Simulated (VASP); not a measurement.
# Re (P6_3/mmc) in VASP: single point with PBEsol

Aim: the single point of Re with PBEsol.

All numbers are computed with VASP 6.6.1; they aren't measurements. Logs are shortened: lines on timing, memory, paths and dates and some standing lists are left out, and cuts for length are marked.

### 1 The cell of the first run

The structure is hexagonal, space group P6_3/mmc (No. 194). The conventional cell has a = 2.761 Å, b = 2.761 Å, c = 4.458 Å, α = 90.00°, β = 90.00°, γ = 120.00°. Within 3.6 Å of Re (site symmetry -6m2) lie 12 Re at 2.74 to 2.76 Å.

### 2 Single point, PBEsol, collinear spin

POSCAR

```
Re
1.0
    2.7608000000      0.0000000000      0.0000000000
   -1.3804000000      2.3909229348      0.0000000000
    0.0000000000      0.0000000000      4.4582000000
Re
2
Direct
    0.3333333333      0.6666666667      0.2500000000
    0.6666666667      0.3333333333      0.7500000000
```

INCAR.step1

```
SYSTEM = Re
PREC = Accurate
ENCUT = 520
EDIFF = 1E-6
ISMEAR = -1
SIGMA = 0.08
LREAL = .FALSE.
LASPH = .TRUE.
NELM = 150
ALGO = Normal
ISIF = 2
LWAVE = .FALSE.
LCHARG = .TRUE.
ISPIN = 2
MAGMOM = 1.5 1.5
LMAXMIX = 4
GGA = PS
NBANDS = 18
```

KPOINTS.step1

```
Automatic mesh
0
G
  12 12 7
  0 0 0
```

INCAR.step2

```
SYSTEM = Re
PREC = Accurate
ENCUT = 520
EDIFF = 1E-6
ISMEAR = -5
SIGMA = 0.08
LREAL = .FALSE.
LASPH = .TRUE.
NELM = 150
ALGO = Normal
ISIF = 2
LWAVE = .FALSE.
LCHARG = .FALSE.
ISPIN = 2
MAGMOM = 1.5 1.5
LORBIT = 11
LMAXMIX = 4
GGA = PS
NBANDS = 18
NEDOS = 2001
ICHARG = 11
```

KPOINTS.step2

```
Automatic mesh
0
G
  18 18 11
  0 0 0
```

Potentials or basis: VASP PAW PBE potentials, release 64 (Re).

Started as:

```sh
$ cat potpaw_PBE.64/Re/POTCAR > POTCAR
$ cp INCAR.step1 INCAR
$ cp KPOINTS.step1 KPOINTS
$ mpirun -np 1 vasp_std > vasp.out
$ cp INCAR.step2 INCAR
$ cp KPOINTS.step2 KPOINTS
$ mpirun -np 1 vasp_std > vasp.out
```

OUTCAR:

```text
SYSTEM = Re
   PREC = Accurate
   ENCUT = 520
   EDIFF = 1E-6
   ISMEAR = -5
   LREAL = .FALSE.
   LASPH = .TRUE.
   NELM = 150
   ISIF = 2
   ISPIN = 2
   LORBIT = 11
   GGA = PS
   ICHARG = 11

 ion  position               nearest neighbor table
   1  0.333  0.667  0.250-   2 2.74   2 2.74   2 2.74   2 2.74   2 2.74   2 2.74
   2  0.667  0.333  0.750-   1 2.74   1 2.74   1 2.74   1 2.74   1 2.74   1 2.74

  LATTYP: Found a hexagonal cell.
 ALAT       =     2.7608000000
 C/A-ratio  =     1.6148217908

  Lattice vectors:

 A1 = (   2.7608000000,   0.0000000000,   0.0000000000)
 A2 = (  -1.3804000000,   2.3909229348,   0.0000000000)
 A3 = (   0.0000000000,   0.0000000000,   4.4582000000)

Analysis of symmetry for initial positions (statically):
=====================================================================
 Subroutine PRICEL returns:
 Original cell was already a primitive cell.

 Routine SETGRP: Setting up the symmetry group for a
 hexagonal supercell.

 Subroutine GETGRP returns: Found 24 space group operations
 (whereof 12 operations were pure point group operations)
 out of a pool of 24 trial point group operations.

The static configuration has the point symmetry D_3d.
 The point group associated with its full space group is D_6h.

Analysis of symmetry for dynamics (positions and initial velocities):
=====================================================================
 Subroutine PRICEL returns:
 Original cell was already a primitive cell.

 Routine SETGRP: Setting up the symmetry group for a
 hexagonal supercell.

 Subroutine GETGRP returns: Found 24 space group operations
 (whereof 12 operations were pure point group operations)
 out of a pool of 24 trial point group operations.

The dynamic configuration has the point symmetry D_3d.
 The point group associated with its full space group is D_6h.

Analysis of structural, dynamic, and magnetic symmetry:
=====================================================================
 Subroutine PRICEL returns:
 Original cell was already a primitive cell.

 Routine SETGRP: Setting up the symmetry group for a
 hexagonal supercell.

 Subroutine GETGRP returns: Found 24 space group operations
 (whereof 12 operations were pure point group operations)
 out of a pool of 24 trial point group operations.

The overall configuration has the point symmetry D_3d.
 The point group associated with its full space group is D_6h.

 Subroutine INISYM returns: Found 24 space group operations
 (whereof 12 operations are pure point group operations),
 and found     1 'primitive' translations

[... 120 lines left out ...]
   LORBIT       =     11    0 simple, 1 ext, 2 COOP (PROOUT), +10 PAW based schemes
   GGA     = PS    functional components
   LHFCALC =     F    Hartree Fock is set to
   AEXX    =    0.0000 exact exchange contribution
   IVDW    =     0    specifies the selected vdW correction
   LEPSILON=     F    determine dielectric tensor
   LRPA    =     F    only Hartree local field effects (RPA)
 spin polarized calculation
 Fermi weights with tetrahedron method with Bloechl corrections
  energy-cutoff  :      520.00
  volume of cell :       29.43
 maximum number of plane-waves:       808
 NGX is ok and might be reduce to    24

 number of electron      14.0000000 magnetization       0.0000034

 Free energy of the ion-electron system (eV)
  ---------------------------------------------------
  ext. energy  EPLUGINS =         0.00000000
  ---------------------------------------------------
  free energy    TOTEN  =       -26.73334872 eV

  energy without entropy =      -26.73334872  energy(sigma->0) =      -26.73334872

 E-fermi :   7.6993     XC(G=0): -13.8196

 val. band max:        7.8650617980   @ k =   0.4444   0.1111   0.3636
 cond. band min:       7.6418474109   @ k =   0.1667   0.0556   0.0000
 fundamental gap:     -0.2232143871
 Fermi energy:         7.6992757395

 spin component 1

 k-point     1 :       0.0000    0.0000    0.0000
  band No.  band energies     occupation
      1      -2.1805      1.00000
      2       1.0756      1.00000
      3       6.1296      1.00000
      4       6.1296      1.00000
      5       6.1357      1.00000
      6       6.9690      1.00000
[... 493 lines left out ...]
     17      22.8996      0.00000
     18      27.4248      0.00000

 [... further k-points ...]

 spin component 2

 k-point     1 :       0.0000    0.0000    0.0000
  band No.  band energies     occupation
      1      -2.1805      1.00000
      2       1.0756      1.00000
      3       6.1296      1.00000
      4       6.1296      1.00000
      5       6.1357      1.00000
      6       6.9690      1.00000
[... 493 lines left out ...]
     17      22.8996      0.00000
     18      27.3742      0.00000

 [... further k-points ...]

------------------------ aborting loop because EDIFF is reached ----------------------------------------

  FORCE on cell =-STRESS in cart. coord.  units (eV):
  Direction    XX          YY          ZZ          XY          YZ          ZX
  --------------------------------------------------------------------------------------
  -------------------------------------------------------------------------------------
  Total       -0.8232443     -0.8232443     -0.7660352      0.0000000      0.0000000      0.0000000
  in kB      -44.8207641    -44.8207641    -41.7060671      0.0000000      0.0000000      0.0000000
  external PRESSURE =     -43.7825317 kB  Pullay stress =       0.0000000 kB

 VOLUME and BASIS-vectors are now :
 -----------------------------------------------------------------------------
  energy-cutoff  :      520.00
  volume of cell :       29.43
      direct lattice vectors                 reciprocal lattice vectors
     2.760800000  0.000000000  0.000000000     0.362213851  0.209124264  0.000000000
    -1.380400000  2.390922935  0.000000000     0.000000000  0.418248529  0.000000000
     0.000000000  0.000000000  4.458200000     0.000000000  0.000000000  0.224305774

 POSITION                                       TOTAL-FORCE (eV/Angst)
 -----------------------------------------------------------------------------------
     -0.00000      1.59395      1.11455         0.000000     -0.000000      0.000000
      1.38040      0.79697      3.34365        -0.000000      0.000000      0.000000
 -----------------------------------------------------------------------------------
    total drift:                               -0.000000      0.000000     -0.000000

  FREE ENERGIE OF THE ION-ELECTRON SYSTEM (eV)
  ---------------------------------------------------
  free  energy   TOTEN  =       -26.7333487153 eV

  energy  without entropy=      -26.7333487153  energy(sigma->0) =      -26.73334872

 total charge

# of ion       s       p       d       tot
------------------------------------------
    1        0.625   0.677   4.859   6.162
    2        0.625   0.677   4.859   6.162
--------------------------------------------------
tot          1.251   1.354   9.719  12.324

 magnetization (x)

# of ion       s       p       d       tot
------------------------------------------
    1       -0.000  -0.000   0.000   0.000
    2       -0.000  -0.000   0.000   0.000
--------------------------------------------------
tot         -0.000  -0.000   0.000   0.000
```

OSZICAR.step1:

```text
N       E                     dE             d eps       ncg     rms          rms(c)
DAV:   1     0.211293586056E+02    0.21129E+02   -0.63065E+03 10690   0.929E+02
DAV:   2    -0.260460851709E+02   -0.47175E+02   -0.40667E+02  9524   0.262E+02
DAV:   3    -0.276688806663E+02   -0.16228E+01   -0.15246E+01  8912   0.889E+01
DAV:   4    -0.276923622237E+02   -0.23482E-01   -0.23419E-01  9390   0.588E+00
DAV:   5    -0.276926910916E+02   -0.32887E-03   -0.32882E-03  9348   0.548E-01    0.447E+01
DAV:   6    -0.271062382136E+02    0.58645E+00   -0.59296E-01  9486   0.196E+01    0.189E+01
DAV:   7    -0.267725564117E+02    0.33368E+00   -0.41659E-01  9638   0.152E+01    0.737E+00
DAV:   8    -0.267575917193E+02    0.14965E-01   -0.11739E-02  9480   0.152E+00    0.487E-01
DAV:   9    -0.267528820028E+02    0.47097E-02   -0.25319E-03  9298   0.617E-01    0.264E-01
DAV:  10    -0.267512342106E+02    0.16478E-02   -0.49395E-04  9354   0.204E-01    0.837E-02
DAV:  11    -0.267511076759E+02    0.12653E-03   -0.11493E-04  9768   0.229E-01    0.118E-01
DAV:  12    -0.267510927918E+02    0.14884E-04   -0.12651E-05  8754   0.118E-01    0.340E-02
DAV:  13    -0.267510938553E+02   -0.10634E-05   -0.23362E-06  7296   0.383E-02    0.220E-02
DAV:  14    -0.267510939501E+02   -0.94850E-07   -0.57095E-07  4260   0.232E-02
   1 F= -.26751094E+02 E0= -.26734486E+02  d E =-.332166E-01  mag=     0.0000
```

Wall time 7.2 min (1 thread of Oxide Virtual Turin-like, shared host); peak memory 0.26 GiB.

Results:

```
Net moment                                            : 0.00 μB per cell
Valence electrons inside the program's atomic spheres : Re 6.16
```

Levels at points of the mesh, in eV from the Fermi level:
Spin up:
```
           k point  band 3  band 4  band 5  band 6  band 7  band 8  band 9  band 10  band 11  band 12
(0.00, 0.00, 0.00)   -1.57   -1.57   -1.56   -0.73   -0.73    0.21    0.21     0.63     3.39     3.39
(0.50, 0.00, 0.00)   -5.24   -1.92   -1.72   -1.36   -0.58    3.99    4.40     4.53     6.09     7.09
```
Spin down:
| k point | band 4 | band 5 | band 6 | band 7 | band 8 | band 9 | band 10 | band 11 |
| --- | --- | --- | --- | --- | --- | --- | --- | --- |
| (0.00, 0.00, 0.00) | -1.57 | -1.56 | -0.73 | -0.73 | 0.21 | 0.21 | 0.63 | 3.39 |
| (0.50, 0.00, 0.00) | -1.92 | -1.72 | -1.36 | -0.58 | 3.99 | 4.40 | 4.53 | 6.09 |

Caveat: the PAW data sets were made with another functional, which shifts forces and pressure a little; spin-orbit coupling is left out, which moves the levels of the heavy elements.
